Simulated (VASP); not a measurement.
Runs of VASP 6.6.1 on Mg. The structure is that of space group P6_3/mmc (No. 194), or close to it. The cells are those of the table. 

| task | cell | k mesh | cutoff (eV) | smearing | gap on the mesh (eV) | pressure (GPa) | relaxed volume (Å³/atom) |
| --- | --- | --- | --- | --- | --- | --- | --- |
| relaxation of cell and atoms | relaxed from a = 3.148, b = 3.148, c = 5.040 Å, angles 90.0, 90.0, 120.0°, 2 atoms | 12 × 12 × 6 | 600 | fermi-dirac 0.15 eV | none | 0.0 | (a) |
| relaxation of cell and atoms | relaxed from a = 3.209, b = 3.209, c = 5.210 Å, angles 90.0, 90.0, 120.0°, 2 atoms | 12 × 12 × 6 | 600 | gaussian 0.1 eV | none | 0.0 | 21.45 |
| single point | a = 3.209, b = 3.209, c = 5.210 Å, angles 90.0, 90.0, 120.0°, 2 atoms | 6 × 6 × 4 | 520 | gaussian 0.1 eV | none | -2.8 | - |
| single point | a = 3.148, b = 3.148, c = 5.040 Å, angles 90.0, 90.0, 120.0°, 2 atoms | 12 × 12 × 6 | 520 | gaussian 0.1 eV | none | -0.3 | - |
| single point | a = 3.143, b = 3.143, c = 5.063 Å, angles 90.0, 90.0, 120.0°, 2 atoms | 12 × 12 × 6 | 520 | fermi-dirac 0.15 eV | none | -0.3 | - |

Alike in all rows: level LDA; potentials or basis VASP PAW LDA potentials, release 64 (Mg); no spin polarisation.

Estimate the missing entries.

(a) 21.48.

Caveats: some runs use coarse meshes.

A gap of «none» marks levels without a gap at the run's occupations.
